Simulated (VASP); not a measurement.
Set up this calculation in VASP 6.6.1, as the native input.

```
Task                   : relaxation of cell and atoms
Functional             : PBE
Potentials or basis    : VASP PAW PBE potentials, release 64 (Sc_sv, Al, F)
Cutoff                 : 600 eV
k mesh                 : 6 × 6 × 4
Occupations            : gaussian, width 0.1 eV
Spin                   : no spin polarisation
Dipole correction      : no
Further INCAR settings : ALGO = Normal; EDIFF = 1e-06; IBRION = 2; EDIFFG = -0.04; NSW = 90; ISIF = 3
```

The structure of ScAl3F lies in POSCAR:

```
ScAl3F
1.0
    4.0625681200      0.0000000000      0.0000000000
   -2.0312840600      3.5182871900      0.0000000000
    0.0000000000      0.0000000000      6.3863074700
Sc Al F
1 3 1
Direct
    0.0000000000      0.0000000000      0.5000000000
    0.0000000000      0.0000000000      0.8509390100
    0.0000000000      0.0000000000      0.1490609900
    0.3333333300      0.6666666700      0.5000000000
    0.6666666700      0.3333333300      0.5000000000
```

The cell was generated, and may not be a known phase.

One way to write it, as run:

INCAR

```
SYSTEM = ScAl3F
  PREC = Accurate
  ENCUT = 600
  EDIFF = 1E-6
  ISMEAR = 0
  SIGMA = 0.1
  LREAL = .FALSE.
  LASPH = .TRUE.
  NELM = 80
  ALGO = Normal
  ISIF = 3
  LWAVE = .FALSE.
  LCHARG = .FALSE.
  GGA = PE
  IBRION = 2
  NSW = 90
  EDIFFG = -0.04
```

KPOINTS

```
regular mesh
0
G
  6 6 4
  0 0 0
```

Potentials or basis: VASP PAW PBE potentials, release 64 (Sc_sv, Al, F).

The run is started by

```sh
$ cat potpaw_PBE.64/Sc_sv/POTCAR potpaw_PBE.64/Al/POTCAR potpaw_PBE.64/F/POTCAR > POTCAR
$ mpirun -np 1 vasp_std > vasp.out
```

It gave:

* Relaxed volume: 29.72 Å³/atom
* Relaxed cell: a = 4.597 Å, b = 4.597 Å, c = 8.119 Å, α = 90.00°, β = 90.00°, γ = 120.00°
* Space group after relaxing (to 0.1 Å): P-6m2 (No. 187)
* Energy gained by relaxing: 1204.9 meV/atom
* Ionic steps: 13
* Pressure after relaxing: -0.1 GPa
* Largest force after relaxing: 0.006 eV/Å
* Band gap on the k mesh: zero (an odd number of electrons rules out a gap without spin polarisation)

Caveat: the volume moved by over 15 % at a fixed basis, so the end points are rough.

Wall time 11 min on 1 thread of Oxide Virtual Turin-like Processor, with other jobs on the host, peak memory 0.21 GiB.
